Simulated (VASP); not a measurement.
Input of a VASP 6.6.1 run:

File INCAR:

```
ALGO     = Normal         # electronic algorithm
EDIFF    = 1E-6           # SCF threshold, eV
ENCUT    = 520            # plane-wave cutoff, eV
GGA      = RP             # functional
ISIF     = 2              # what is computed and relaxed
ISMEAR   = -1             # smearing method
IVDW     = 12             # dispersion correction
LASPH    = T              # aspherical terms in the spheres
LCHARG   = T              # write CHGCAR
LELF     = T              # ELF
LREAL    = F              # projectors in reciprocal space
LVHAR    = T            
LWAVE    = F              # write WAVECAR
NBANDS   = 16             # bands
NELM     = 100            # most SCF steps
PREC     = Accurate       # precision mode
SIGMA    = 0.05           # smearing width, eV
```

The input KPOINTS:

```
k-points
0
Gamma
  8 8 8
```

The input POSCAR:

```
GaP
1.0
    0.0000000000      2.6484808347      2.6484808347
    2.6484808347      0.0000000000      2.6484808347
    2.6484808347      2.6484808347      0.0000000000
Ga P
1 1
Direct
    0.0000000000      0.0000000000      0.0000000000
    0.7500000000      0.7500000000      0.7500000000
```

Potentials or basis: VASP PAW PBE potentials, release 64 (Ga_d, P).

Launch:

```sh
$ cat potpaw_PBE.64/Ga_d/POTCAR potpaw_PBE.64/P/POTCAR > POTCAR
$ mpirun -np 1 vasp_std > vasp.out
```

Task: What does it give for the pressure?

Result: -0.2 GPa.

Task: Predict the dispersion energy per atom.

Result: -1.416 eV.

Task: Estimate the band gap on the k mesh.

Result: 1.55 eV, indirect (least direct gap 2.69 eV).

Caveat: the PAW data sets were made with another functional, which shifts forces and pressure a little.

**The experiment to reproduce.**

“Stacking defects in GaP nanowires: Electronic structure and optical properties”, 2018, arxiv:1810.01194 quotes, for a bulk crystal of GaP at 10 K: band gap 2.34 eV (indirect).

A measured gap of GaP is 2.34 eV (indirect; 10 K; quoted in “Stacking defects in GaP nanowires: Electronic structure and optical properties”, 2018, arxiv:1810.01194); the calculated 1.55 eV misses it by -0.79 eV. Spin-orbit coupling on Ga is left out. The value is that of RPBE+D3(BJ) on a finite k mesh, which can miss the band edges, without temperature or zero-point motion. Semilocal functionals fall short of measured gaps as a rule.
